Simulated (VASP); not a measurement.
# CrCd2 (P6/mmm) in VASP: notebook

Runs on CrCd2. Level: PBE. Tasks: single point, relaxation of cell and atoms.

Everything below comes from runs of VASP 6.6.1. Logs are shortened: lines on timing, memory, paths and dates and some standing lists are left out, and cuts for length are marked.

## (1) The cell of the first run

It takes space group P6/mmm (No. 191, hexagonal). The conventional cell has a = 3.906 Å, b = 3.906 Å, c = 4.218 Å, α = 90.00°, β = 90.00°, γ = 120.00°. Cr (site symmetry 6/mmm) has 12 Cd at 3.09 Å and 6 Cr at 3.91 Å within 4.1 Å. Cd (site symmetry -6m2) has 3 Cd at 2.26 Å within 3.0 Å.

## (2) Single point, PBE, collinear spin, ferromagnetic start

Contents of INCAR:

```
SYSTEM = CrCd2
ALGO = Normal ; EDIFF = 1E-7
ENCUT = 520 ; GGA = PE
ISIF = 2 ; ISMEAR = 0
ISPIN = 2 ; LASPH = .True.
LCHARG = .False. ; LMAXMIX = 4
LORBIT = 11 ; LREAL = .False.
LWAVE = .False. ; MAGMOM = 3 0 0
NBANDS = 29 ; NELM = 150
PREC = Accurate ; SIGMA = 0.1
```

Contents of KPOINTS:

```
k-points
0
Gamma
  6 6 4
  0 0 0
```

Contents of POSCAR:

```
CrCd2
1.0
    3.9062504785      0.0000000000      0.0000000000
   -1.9531252393      3.3829121480      0.0000000000
    0.0000000000      0.0000000000      4.2177123107
Cr Cd
1 2
Direct
    0.0000000000      0.0000000000      0.0000000000
    0.3333333333      0.6666666667      0.5000000000
    0.6666666667      0.3333333333      0.5000000000
```

Potentials or basis: VASP PAW PBE potentials, release 64 (Cr_pv, Cd).

On the command line:

```
cat potpaw_PBE.64/Cr_pv/POTCAR potpaw_PBE.64/Cd/POTCAR > POTCAR
mpirun -np 1 vasp_std > vasp.out
```

OUTCAR:

```text
SYSTEM = CrCd2
   EDIFF = 1E-7
   ENCUT = 520
   GGA = PE
   ISIF = 2
   ISMEAR = 0
   ISPIN = 2
   LASPH = .True.
   LORBIT = 11
   LREAL = .False.
   NELM = 150
   PREC = Accurate

 ion  position               nearest neighbor table
   1  0.000  0.000  0.000-   2 3.09   3 3.09   2 3.09   3 3.09   3 3.09   3 3.09   2 3.09   2 3.09
                             3 3.09   3 3.09   2 3.09   2 3.09
   2  0.333  0.667  0.500-   3 2.26   3 2.26   3 2.26   1 3.09   1 3.09   1 3.09   1 3.09   1 3.09
                             1 3.09
   3  0.667  0.333  0.500-   2 2.26   2 2.26   2 2.26   1 3.09   1 3.09   1 3.09   1 3.09   1 3.09
                             1 3.09

  LATTYP: Found a hexagonal cell.
 ALAT       =     3.9062504785
 C/A-ratio  =     1.0797342193

  Lattice vectors:

 A1 = (   3.9062504785,   0.0000000000,   0.0000000000)
 A2 = (  -1.9531252393,   3.3829121480,   0.0000000000)
 A3 = (   0.0000000000,   0.0000000000,   4.2177123107)

Analysis of symmetry for initial positions (statically):
=====================================================================
 Subroutine PRICEL returns:
 Original cell was already a primitive cell.

 Routine SETGRP: Setting up the symmetry group for a
 hexagonal supercell.

 Subroutine GETGRP returns: Found 24 space group operations
 (whereof 24 operations were pure point group operations)
 out of a pool of 24 trial point group operations.

The static configuration has the point symmetry D_6h.

Analysis of symmetry for dynamics (positions and initial velocities):
=====================================================================
 Subroutine PRICEL returns:
 Original cell was already a primitive cell.

 Routine SETGRP: Setting up the symmetry group for a
 hexagonal supercell.

 Subroutine GETGRP returns: Found 24 space group operations
 (whereof 24 operations were pure point group operations)
 out of a pool of 24 trial point group operations.

The dynamic configuration has the point symmetry D_6h.

Analysis of structural, dynamic, and magnetic symmetry:
=====================================================================
 Subroutine PRICEL returns:
 Original cell was already a primitive cell.

 Routine SETGRP: Setting up the symmetry group for a
 hexagonal supercell.

 Subroutine GETGRP returns: Found 24 space group operations
 (whereof 24 operations were pure point group operations)
 out of a pool of 24 trial point group operations.

The overall configuration has the point symmetry D_6h.

 Subroutine INISYM returns: Found 24 space group operations
 (whereof 24 operations are pure point group operations),
 and found     1 'primitive' translations

----------------------------------------------------------------------------------------

                                     Primitive cell

  volume of cell :      55.7350

  direct lattice vectors                    reciprocal lattice vectors
     3.906250479  0.000000000  0.000000000     0.255999969  0.147801651  0.000000000
    -1.953125239  3.382912148  0.000000000     0.000000000  0.295603302  0.000000000
     0.000000000  0.000000000  4.217712311     0.000000000  0.000000000  0.237095356

  length of vectors
     3.906250479  3.906250479  4.217712311     0.295603302  0.295603302  0.237095356

  position of ions in fractional coordinates (direct lattice)
     0.000000000  0.000000000  0.000000000
     0.333333333  0.666666667  0.500000000
     0.666666667  0.333333333  0.500000000

  ion indices of the primitive-cell ions
   primitive index   ion index
                 1           1
                 2           2
                 3           3

----------------------------------------------------------------------------------------

 KPOINTS: k-points

Automatic generation of k-mesh.
 Grid dimensions read from file:
 generate k-points for:    6    6    4

 Generating k-lattice:

  Cartesian coordinates                     Fractional coordinates (reciprocal lattice)
     0.042666661  0.024633608  0.000000000     0.166666667 -0.000000000  0.000000000
[... 46 lines left out ...]
  Thomas-Fermi vector in A             =   2.536610
   LORBIT       =     11    0 simple, 1 ext, 2 COOP (PROOUT), +10 PAW based schemes
   GGA     = PE    functional components
   LHFCALC =     F    Hartree Fock is set to
   AEXX    =    0.0000 exact exchange contribution
   IVDW    =     0    specifies the selected vdW correction
   LEPSILON=     F    determine dielectric tensor
   LRPA    =     F    only Hartree local field effects (RPA)
 spin polarized calculation
 Gauss-broadening in eV      SIGMA  =   0.10
  energy-cutoff  :      520.00
  volume of cell :       55.73
 maximum number of plane-waves:      1520
 NGX is ok and might be reduce to    30
   NGX = 15   NGY = 15   NGZ = 15

 number of electron      36.0000005 magnetization       4.0526963

 Free energy of the ion-electron system (eV)
  ---------------------------------------------------
  ext. energy  EPLUGINS =         0.00000000
  ---------------------------------------------------
  free energy    TOTEN  =        -5.54847952 eV

  energy without entropy =       -5.54637586  energy(sigma->0) =       -5.54742769

 E-fermi :   4.6662     XC(G=0): -11.3914

 val. band max:        4.5622877524   @ k =   0.0000   0.0000   0.0000
 cond. band min:       4.7071177939   @ k =   0.1667  -0.0000   0.0000
 fundamental gap:      0.1448300415
 Fermi energy:         4.6661705374

 spin component 1

 k-point     1 :       0.0000    0.0000    0.0000
  band No.  band energies     occupation
      1     -39.3246      1.00000
      2     -39.2856      1.00000
      3     -39.2856      1.00000
      4      -6.7945      1.00000
      5      -5.9368      1.00000
      6      -5.9368      1.00000
[... 639 lines left out ...]
      6      -6.3939      1.00000
[... 21 lines left out ...]
     28      17.7934      0.00000
     29      18.2562      0.00000
 Fermi energy:         4.6661705374

 spin component 2

 k-point     1 :       0.0000    0.0000    0.0000
  band No.  band energies     occupation
      1     -35.6754      1.00000
      2     -35.5245      1.00000
      3     -35.5245      1.00000
      4      -6.8108      1.00000
      5      -5.9544      1.00000
      6      -5.9544      1.00000
[... 661 lines left out ...]
     28      17.8556      0.00000
     29      19.3612      0.00000

------------------------ aborting loop because EDIFF is reached ----------------------------------------

  FORCE on cell =-STRESS in cart. coord.  units (eV):
  Direction    XX          YY          ZZ          XY          YZ          ZX
  --------------------------------------------------------------------------------------
  -------------------------------------------------------------------------------------
  Total       22.4186881     22.4186881     -1.5420273     -0.0000000      0.0000000      0.0000000
  in kB      644.4556205    644.4556205    -44.3276678     -0.0000000      0.0000000      0.0000000
  external PRESSURE =     414.8611911 kB  Pullay stress =       0.0000000 kB

 VOLUME and BASIS-vectors are now :
 -----------------------------------------------------------------------------
  energy-cutoff  :      520.00
  volume of cell :       55.73
      direct lattice vectors                 reciprocal lattice vectors
     3.906250479  0.000000000  0.000000000     0.255999969  0.147801651  0.000000000
    -1.953125239  3.382912148  0.000000000     0.000000000  0.295603302  0.000000000
     0.000000000  0.000000000  4.217712311     0.000000000  0.000000000  0.237095356

 POSITION                                       TOTAL-FORCE (eV/Angst)
 -----------------------------------------------------------------------------------
      0.00000      0.00000      0.00000         0.000000      0.000000      0.000000
     -0.00000      2.25527      2.10886        -0.000000      0.000000      0.000000
      1.95313      1.12764      2.10886         0.000000     -0.000000      0.000000
 -----------------------------------------------------------------------------------
    total drift:                                0.000000     -0.000000      0.000000

  FREE ENERGIE OF THE ION-ELECTRON SYSTEM (eV)
  ---------------------------------------------------
  free  energy   TOTEN  =        -5.5484795218 eV

  energy  without entropy=       -5.5463758605  energy(sigma->0) =       -5.54742769

 total charge

# of ion       s       p       d       tot
------------------------------------------
    1        0.207   6.124   4.130  10.461
    2        0.674   0.578   9.542  10.794
    3        0.674   0.578   9.542  10.794
--------------------------------------------------
tot          1.555   7.281  23.214  32.050

 magnetization (x)

# of ion       s       p       d       tot
------------------------------------------
    1        0.037   0.023   3.683   3.743
    2       -0.035  -0.019   0.014  -0.039
    3       -0.035  -0.019   0.014  -0.039
--------------------------------------------------
tot         -0.032  -0.015   3.712   3.664
```

Run time: 44 s. Hardware: 1 thread of Intel Xeon 6975P-C (Granite Rapids), shared host; peak memory 0.21 GiB.

What came out:

- Free energy: -5.5485 eV
- Pressure: 41.5 GPa
- Net moment: 4.05 μB per cell
- Site moments: Cr +3.74; Cd -0.04 μB
- Valence electrons inside the program's atomic spheres: Cr 10.46; Cd 10.79

Caveat: the k points lie up to 0.37 Å⁻¹ apart.

## (3) Single point, PBE, collinear spin, ferromagnetic start

This run uses another cell than the first one, of 19.99 Å³/atom, 1.076 times its volume.

Contents of INCAR:

```
SYSTEM = CrCd2
  ALGO = Normal
  EDIFF = 1E-6
  ENCUT = 520
  GGA = PE
  ISIF = 2
  ISMEAR = 0
  ISPIN = 2
  LASPH = .TRUE.
  LCHARG = .TRUE.
  LELF = .TRUE.
  LMAXMIX = 4
  LORBIT = 11
  LREAL = .FALSE.
  LVHAR = .TRUE.
  LWAVE = .FALSE.
  MAGMOM = 4.24 0 0
  NBANDS = 29
  NELM = 150
  PREC = Accurate
  SIGMA = 0.1
```

Contents of KPOINTS:

```
k-points
0
G
  6 6 4
  0 0 0
```

Contents of POSCAR:

```
CrCd2
1.0
    4.7773596980      0.0000000000      0.0000000000
   -2.3886798490      4.1373148615      0.0000000000
    0.0000000000      0.0000000000      3.0337760173
Cr Cd
1 2
Direct
    0.0000000000      0.0000000000      0.0000000000
    0.3333333333      0.6666666667      0.5000000000
    0.6666666667      0.3333333333      0.5000000000
```

Potentials or basis: VASP PAW PBE potentials, release 64 (Cr_pv, Cd).

On the command line:

```
cat potpaw_PBE.64/Cr_pv/POTCAR potpaw_PBE.64/Cd/POTCAR > POTCAR
mpirun -np 1 vasp_std > vasp.out
```

Run time: 40 s. Hardware: 1 thread of Intel Xeon 6975P-C (Granite Rapids), shared host; peak memory 0.22 GiB.

The run converged. Its results:

```yaml
Free_energy: -9.9619 eV
Pressure: 0.2 GPa
Net_moment: 3.93 μB per cell
Site_moments: Cr +3.69; Cd -0.05 μB
Valence_electrons_inside_the_program's_atomic_spheres: Cr 10.45; Cd 10.37
```

Levels at points of the mesh, in eV from the Fermi level:
Spin up:
| k point | band 18 | band 19 | band 20 | band 21 | band 22 | band 23 |
| --- | --- | --- | --- | --- | --- | --- |
| (0.00, 0.00, 0.00) | -0.66 | -0.66 | 1.90 | 2.28 | 2.28 | 2.85 |
| (0.50, 0.00, 0.00) | -1.36 | -1.29 | -0.74 | -0.65 | 1.78 | 6.13 |
| (0.00, 0.00, 0.50) | -1.08 | -1.08 | 0.38 | 4.41 | 4.44 | 4.44 |
| (0.50, 0.00, 0.50) | -1.19 | -1.04 | -0.81 | 0.88 | 1.67 | 3.97 |
Spin down:
```
           k point  band 13  band 14  band 15  band 16  band 17  band 18  band 19  band 20
(0.00, 0.00, 0.00)    -8.26    -8.25    -0.44    -0.44     0.60     1.84     2.67     2.67
(0.50, 0.00, 0.00)    -8.20    -5.85    -5.38    -1.21    -0.12     1.52     1.80     2.52
(0.00, 0.00, 0.50)    -7.84    -3.48    -3.21     1.00     1.00     2.10     2.10     3.73
(0.50, 0.00, 0.50)    -7.93    -2.41    -1.46    -1.00    -0.22    -0.19     2.21     2.28
```

Caveat: the k points lie up to 0.52 Å⁻¹ apart.

## (4) Single point, PBE, collinear spin, ferromagnetic start

This run uses another cell than the first one, of 19.95 Å³/atom, 1.074 times its volume.

Contents of INCAR:

```
ALGO = Fast ; EDIFF = 1E-6
ENCUT = 520 ; GGA = PE
ISIF = 2 ; ISMEAR = 0
ISPIN = 2 ; LASPH = True
LCHARG = False ; LMAXMIX = 4
LORBIT = 11 ; LREAL = False
LWAVE = False ; MAGMOM = 4.16 0 0
NBANDS = 29 ; NELM = 150
PREC = Accurate ; SIGMA = 0.1
```

Contents of KPOINTS:

```
k-points
0
Gamma
  6 6 6
```

Contents of POSCAR:

```
CrCd2
1.0
    4.8021575734      0.0000000000      0.0000000000
   -2.4010787867      4.1587904516      0.0000000000
    0.0000000000      0.0000000000      2.9961623560
Cr Cd
1 2
Direct
    0.0000000000      0.0000000000      0.0000000000
    0.3333333333      0.6666666667      0.5000000000
    0.6666666667      0.3333333333      0.5000000000
```

On the command line:

```
cat potpaw_PBE.64/Cr_pv/POTCAR potpaw_PBE.64/Cd/POTCAR > POTCAR
mpirun -np 1 vasp_std > vasp.out
```

Run time: 49 s. Hardware: 1 thread of Intel Xeon 6975P-C (Granite Rapids), shared host; peak memory 0.23 GiB.

Results (log left out):

```
Free energy                                           : -9.8991 eV
Pressure                                              : 0.4 GPa
Band gap on the k mesh                                : zero (filled and empty bands overlap)
Net moment                                            : 3.99 μB per cell
Site moments                                          : Cr +3.70; Cd -0.04 μB
Valence electrons inside the program's atomic spheres : Cr 10.46; Cd 10.37
```

Stress tensor (GPa, compression positive):
```
0.46 0.00 0.00
0.00 0.46 0.00
0.00 0.00 0.23
```

Levels at points of the mesh, in eV from the Fermi level:
Spin up:
| k point | band 17 | band 18 | band 19 | band 20 | band 21 | band 22 | band 23 | band 24 |
| --- | --- | --- | --- | --- | --- | --- | --- | --- |
| (0.00, 0.00, 0.00) | -2.16 | -0.57 | -0.57 | 1.70 | 2.16 | 2.16 | 2.79 | 2.79 |
| (0.50, 0.00, 0.00) | -1.53 | -1.34 | -1.25 | -0.64 | -0.56 | 1.70 | 6.23 | 8.91 |
| (0.00, 0.00, 0.50) | -1.68 | -1.02 | -1.02 | 0.50 | 4.26 | 4.45 | 4.45 | 5.63 |
| (0.50, 0.00, 0.50) | -1.63 | -1.22 | -0.98 | -0.75 | 0.95 | 1.74 | 4.02 | 4.27 |
Spin down:
```
           k point  band 12  band 13  band 14  band 15  band 16  band 17  band 18  band 19  band 20  band 21
(0.00, 0.00, 0.00)    -8.29    -8.29    -8.27    -0.49    -0.49     0.62     1.66     2.78     2.78     2.84
(0.50, 0.00, 0.00)    -8.25    -8.23    -5.91    -5.41    -1.28    -0.16     1.53     1.82     2.65     2.79
(0.00, 0.00, 0.50)    -8.71    -7.85    -3.34    -3.17     1.02     1.02     2.16     2.16     3.85     4.26
(0.50, 0.00, 0.50)    -8.09    -7.96    -2.31    -1.35    -1.00    -0.18    -0.18     2.26     2.34     3.23
```

## (5) Relaxation of cell and atoms, PBE, collinear spin, ferromagnetic start

Contents of INCAR:

```
SYSTEM = CrCd2
PREC = Accurate ; ENCUT = 600
EDIFF = 1E-6 ; ISMEAR = 0
SIGMA = 0.1 ; LREAL = .FALSE.
LASPH = .TRUE. ; NELM = 150
ALGO = Normal ; ISIF = 3
LWAVE = .FALSE. ; LCHARG = .FALSE.
ISPIN = 2 ; MAGMOM = 4.24 0 0
LORBIT = 11 ; LMAXMIX = 4
GGA = PE ; IBRION = 2
NSW = 90 ; EDIFFG = -0.04
```

Contents of KPOINTS:

```
Automatic mesh
0
G
  6 6 4
  0 0 0
```

Contents of POSCAR:

```
CrCd2
1.0
    3.9062504785      0.0000000000      0.0000000000
   -1.9531252393      3.3829121480      0.0000000000
    0.0000000000      0.0000000000      4.2177123107
Cr Cd
1 2
Direct
    0.0000000000      0.0000000000      0.0000000000
    0.3333333333      0.6666666667      0.5000000000
    0.6666666667      0.3333333333      0.5000000000
```

On the command line:

```
cat potpaw_PBE.64/Cr_pv/POTCAR potpaw_PBE.64/Cd/POTCAR > POTCAR
mpirun -np 1 vasp_std > vasp.out
```

Run time: 11 min. Hardware: 1 thread of Intel Xeon 6975P-C (Granite Rapids), shared host; peak memory 0.25 GiB.

Results (log left out):

| Quantity | Value |
| --- | --- |
| Free energy | -8.7589 eV |
| Relaxed volume | 18.05 Å³/atom |
| Relaxed cell | a = 4.691 Å, b = 4.691 Å, c = 2.842 Å, α = 90.00°, β = 90.00°, γ = 120.00° |
| Space group after relaxing (to 0.05 Å) | P6/mmm (No. 191) |
| Energy gained by relaxing | 1070.2 meV/atom |
| Ionic steps | 17 |
| Pressure after relaxing | 0.1 GPa |
| Band gap on the k mesh | zero (filled and empty bands overlap) |
| Net moment | 0.00 μB per cell |
| Valence electrons inside the program's atomic spheres | Cr 10.49; Cd 10.43 |

Step by step:
| step | energy change (eV) | largest force (eV/Å) | pressure (GPa) | volume (Å³) |
| --- | --- | --- | --- | --- |
| 1 | 0.0000 | 0.0000 | 41.39 | 55.73 |
| 2 | -2.5890 | 0.0000 | -7.06 | 100.47 |
| 3 | -3.1992 | 0.0000 | -2.54 | 77.97 |
| 4 | -3.2013 | 0.0000 | -3.73 | 80.38 |
| 5 | -3.2040 | 0.0000 | -3.20 | 79.27 |
| 6 | -3.5047 | 0.0000 | -3.63 | 74.70 |
| 7 | -2.9841 | 0.0000 | -7.74 | 60.51 |
| 8 | 84.8015 | 0.0000 | 912.37 | 29.82 |
| 9 | -3.0130 | 0.0000 | -7.55 | 60.12 |
| 10 | -3.1448 | 0.0000 | -0.52 | 54.65 |
| 11 | -3.1742 | 0.0000 | -4.03 | 56.72 |
| 12 | -3.1783 | 0.0000 | -3.36 | 56.25 |
| 13 | -3.1031 | 0.0000 | 9.21 | 50.24 |
| 14 | -3.2039 | 0.0000 | 0.06 | 54.13 |
| 15 | -3.2040 | 0.0000 | 0.31 | 54.04 |
| 16 | -3.2096 | 0.0000 | 0.05 | 54.20 |
| 17 | -3.2105 | 0.0000 | 0.11 | 54.16 |

Final structure:
```
CELL_PARAMETERS angstrom
4.69066 0.00000 0.00000
-2.34533 4.06223 0.00000
0.00000 0.00000 2.84244
ATOMIC_POSITIONS crystal
Cr 0.00000 0.00000 0.00000
Cd 0.33333 0.66667 0.50000
Cd 0.66667 0.33333 0.50000
```

Levels at points of the mesh, in eV from the Fermi level:
Spin up:
| k point | band 14 | band 15 | band 16 | band 17 | band 18 | band 19 | band 20 | band 21 | band 22 | band 23 |
| --- | --- | --- | --- | --- | --- | --- | --- | --- | --- | --- |
| (0.00, 0.00, 0.00) | -7.94 | -1.50 | -1.50 | -1.13 | 0.86 | 0.86 | 2.28 | 2.92 | 2.92 | 3.64 |
| (0.50, 0.00, 0.00) | -5.88 | -5.70 | -1.33 | -1.28 | -0.29 | -0.15 | 0.79 | 0.87 | 2.84 | 7.76 |
| (0.00, 0.00, 0.50) | -3.46 | -2.64 | -0.60 | -0.60 | 0.20 | 0.20 | 2.08 | 4.77 | 5.20 | 5.20 |
| (0.50, 0.00, 0.50) | -2.35 | -1.34 | -0.96 | -0.88 | -0.85 | 0.24 | 0.54 | 2.23 | 3.00 | 5.08 |
Spin down:
```tsv
k point	band 16	band 17	band 18	band 19	band 20	band 21
(0.00, 0.00, 0.00)	-1.50	-1.14	0.86	0.86	2.28	2.92
(0.50, 0.00, 0.00)	-1.33	-1.28	-0.29	-0.15	0.79	0.87
(0.00, 0.00, 0.50)	-0.60	-0.60	0.20	0.20	2.08	4.77
(0.50, 0.00, 0.50)	-0.96	-0.88	-0.85	0.24	0.54	2.23
```

Caveat: the k points lie up to 0.55 Å⁻¹ apart in the final cell; the starting moments collapsed, and a magnetic state may lie lower.

## (6) The runs side by side

| cell | k mesh | gap on the mesh (eV) | pressure (GPa) | moment (μB) |
| --- | --- | --- | --- | --- |
| a = 3.906, b = 3.906, c = 4.218 Å, angles 90.0, 90.0, 120.0°, 3 atoms | 6 × 6 × 4 | none | 41.5 | 4.05 |
| a = 4.777, b = 4.777, c = 3.034 Å, angles 90.0, 90.0, 120.0°, 3 atoms | 6 × 6 × 4 | none | 0.2 | 3.93 |
| a = 4.802, b = 4.802, c = 2.996 Å, angles 90.0, 90.0, 120.0°, 3 atoms | 6 × 6 × 6 | none | 0.4 | 3.99 |

Alike in all rows: task single point; level PBE; potentials or basis VASP PAW PBE potentials, release 64 (Cr_pv, Cd); spin collinear, ferromagnetic start; cutoff (eV) 520; smearing gaussian 0.1 eV.

Caveats: some runs use coarse meshes.

Absolute energies hang on the potentials; compare differences alone.
